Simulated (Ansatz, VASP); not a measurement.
One calculation of Sr2CdP2, two programs

INCAR

```
SYSTEM = Sr2CdP2
PREC     = Accurate       ! precision mode
ENCUT    = 520            ! plane-wave cutoff, eV
EDIFF    = 1E-6           ! SCF threshold, eV
ISMEAR   = -1             ! smearing method
SIGMA    = 0.1            ! smearing width, eV
LREAL    = .FALSE.        ! projectors in reciprocal space
LASPH    = .TRUE.         ! aspherical terms in the spheres
NELM     = 60             ! most SCF steps
ALGO     = Normal         ! electronic algorithm
ISIF     = 2              ! what is computed and relaxed
LWAVE    = .FALSE.        ! write WAVECAR
LCHARG   = .TRUE.         ! write CHGCAR
GGA      = PE             ! functional
LELF     = .TRUE.         ! ELF
LVHAR    = .TRUE.       
NBANDS   = 29             ! bands
```

KPOINTS

```
regular mesh
0
G
  8 8 8
  0 0 0
```

File POSCAR:

```
Sr2CdP2
1.0
   -2.3098100000      3.0066130000      4.6541680000
    4.6196190000      0.0000000000      0.0000000000
    2.3098100000      3.0066130000     -4.6541680000
P Cd Sr
2 1 2
Direct
    0.7303400000      0.5000000000      0.7303400000
    0.2696600000      0.5000000000      0.2696600000
    0.0000000000      0.0000000000      0.0000000000
    0.6999500000      0.1999500000      0.3000500000
    0.3000500000      0.8000500000      0.6999500000
```

Input for Ansatz:

```yaml
crystal:
  lattice:
    - [-2.30981, 3.006613, 4.654168]
    - [4.619619, 0.0, 0.0]
    - [2.30981, 3.006613, -4.654168]
  atoms:
    - { symbol: P, position: [0.73034, 0.5, 0.73034] }
    - { symbol: P, position: [0.26966, 0.5, 0.26966] }
    - { symbol: Cd, position: [0.0, 0.0, 0.0] }
    - { symbol: Sr, position: [0.69995, 0.19995, 0.30005] }
    - { symbol: Sr, position: [0.30005, 0.80005, 0.69995] }
  symmetry: { tolerance: 0.0003 }
kpoints:
  mp_grid: { grid: [8, 8, 8], shift: [0, 0, 0] }
  band_path:
    path:
      - [0.0, 0.0, 0.0]
      - [0.5, 0.0, -0.5]
      - [0.31157554, 0.37684892, -0.31157554]
      - [-0.31157554, 0.62315108, 0.31157554]
      - [0.0, 0.0, 0.0]
      - [0.35433042, 0.0, 0.35433042]
      - [0.64566958, 0.0, -0.35433042]
      - [0.5, 0.0, -0.5]
      - [0.0, 0.0, 0.0]
      - [0.0, 0.5, 0.0]
      - [0.25, 0.5, 0.25]
    npoints: 6
magnetization:
  spin_polarized: false
scf:
  occupations: { method: fermi_dirac }
  lower_state_search: "off"
  max_iter: 200
hamiltonian:
  pseudopotentials: { kind: paw }
  xc: pbe
basis:
  ecutwfc: 420
  fft_grid_basis: typed
output:
  forces: true
  stress: true
  eigenvalues: true
  bader: true
  populations: true
  elf: true
  write_potential: true
  volumetric_format: npy
  dos:
    e_range: [-12, 8]
    de: 0.05
    projected: { site_lists: { Cd: [Cd], P: [P], Sr: [Sr] } }
checkpoint:
  read: saved_state
```

Alike in both runs: task single point; functional PBE; k mesh 8 × 8 × 8; no spin polarisation.

|  | VASP | Ansatz |
| --- | --- | --- |
| version | VASP 6.6.1 | Ansatz 0.2.0 |
| potentials or method | VASP PAW PBE potentials, release 64 (P, Cd, Sr_sv), cutoff 520 eV | PAW plane waves |
| occupations | fermi-dirac, width 0.1 eV | fermi-dirac |
| valence electrons in the cell | 42 | 50 |

Ansatz gave:

- pressure (GPa): -0.8
- traceless stress, the component that is largest in VASP (GPa): 2.88
- rms of the force components (eV/Å): 0.190

Q: Estimate VASP's values.

A: Pressure (GPa): -0.6; traceless stress, the component that is largest in VASP (GPa): 2.85; rms of the force components (eV/Å): 0.195.

Atom by atom the forces differ by 0.005 eV/Å (rms over components). VASP's potentials hold 42 valence electrons a cell and Ansatz's 50, so a difference there can come from the potentials and not from the codes.
